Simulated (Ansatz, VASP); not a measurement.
One calculation of MnS, two programs

```
Mn S
1.0
     0.00000    2.61225    2.61225
     5.22450    2.61225    2.61225
     5.22450    5.22450    0.00000
Mn S
2 2
Direct
  0.00000 0.00000 0.00000
  0.00000 0.00000 0.50000
  0.50000 0.50000 0.00000
  0.50000 0.50000 0.50000
```

Alike in both runs: task single point; functional PBEsol; k mesh 6 × 6 × 6; occupations gaussian, width 0.05 eV; collinear spin; Hubbard terms Mn d U = 4.0 eV, J = 0.9 eV.

|  | VASP | Ansatz |
| --- | --- | --- |
| version | VASP 6.6.1 | Ansatz 0.2.0 |
| potentials or method | VASP PAW PBE potentials, release 64 (Mn_pv, S), cutoff 520 eV | scalar-relativistic, plane waves, PAW |
| valence electrons in the cell | 38 | 42 |

```csv
,VASP,Ansatz,Ansatz less VASP
gap on the k mesh at the Fermi level (eV),0.19,0.48,+0.291
least direct gap on the mesh (eV),1.52,1.84,+0.323
pressure (GPa),-1.0,-0.6,+0.47
net moment per atom (μB),2.50,2.50,0.000
size of the moment on the site where the two differ most (μB),4.55,4.47,-0.081
```

VASP's potentials were made for PBE, not for PBEsol. Site moments also hang on the region over which each program counts them. The programs project onto different local orbitals, so the same U acts differently, and such runs can settle in different states. VASP's potentials hold 38 valence electrons a cell and Ansatz's 42, so a difference there can come from the potentials and not from the codes. Ansatz's warnings: stress scf threshold loose.
